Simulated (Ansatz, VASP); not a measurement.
Zr: VASP beside Ansatz

Contents of INCAR:

```
ALGO     = Normal         # electronic algorithm
EDIFF    = 1E-6           # SCF threshold, eV
ENCUT    = 500            # plane-wave cutoff, eV
GGA      = PE             # functional
GGA_COMPAT= False        
ISIF     = 2              # what is computed and relaxed
ISMEAR   = 0              # smearing method
LASPH    = True           # aspherical terms in the spheres
LCHARG   = True           # write CHGCAR
LELF     = True           # ELF
LREAL    = False          # projectors in reciprocal space
LVHAR    = True         
LWAVE    = False          # write WAVECAR
NBANDS   = 12             # bands
NELM     = 120            # most SCF steps
PREC     = Accurate       # precision mode
SIGMA    = 0.15           # smearing width, eV
```

Contents of KPOINTS:

```
k-points
0
Gamma
  20 20 20
```

Contents of POSCAR:

```
Zr
1.0
   -1.5391492550      1.5391492550      2.4099999035
    1.5391492550     -1.5391492550      2.4099999035
    1.5391492550      1.5391492550     -2.4099999035
Zr
1
Direct
    0.0000000000      0.0000000000      0.0000000000
```

Input for Ansatz:

```yaml
crystal:
  lattice:
    - [-1.539149255, 1.539149255, 2.4099999035]
    - [1.539149255, -1.539149255, 2.4099999035]
    - [1.539149255, 1.539149255, -2.4099999035]
  atoms:
    - { symbol: Zr, position: [0.0, 0.0, 0.0] }
basis:
  ecutwfc: 420
kpoints:
  mp_grid: { grid: [20, 20, 20] }
hamiltonian:
  xc: pbe
scf:
  occupations: { method: gaussian, width: 0.15 }
output:
  forces: true
  stress: true
  eigenvalues: true
```

Alike in both runs: task single point; functional PBE; k mesh 20 × 20 × 20; occupations gaussian, width 0.15 eV; no spin polarisation.

|  | VASP | Ansatz |
| --- | --- | --- |
| version | VASP 6.6.1 | Ansatz 0.2.0 |
| potentials or method | VASP PAW PBE potentials, release 64 (Zr_sv), cutoff 500 eV | scalar-relativistic, plane waves, PAW |
| valence electrons in the cell | 12 | 12 |

Ansatz gave:

| Property | Result |
| --- | --- |
| gap on the k mesh at the Fermi level (eV) | none |
| pressure (GPa) | 1.3 |
| traceless stress, the component that is largest in VASP (GPa) | -2.04 |

Task: Which values does VASP return?

Result: gap on the k mesh at the Fermi level (eV): none; pressure (GPa): 1.4; traceless stress, the component that is largest in VASP (GPa): -2.05.

A gap of «none» marks a metal or a gap that the smearing closes.
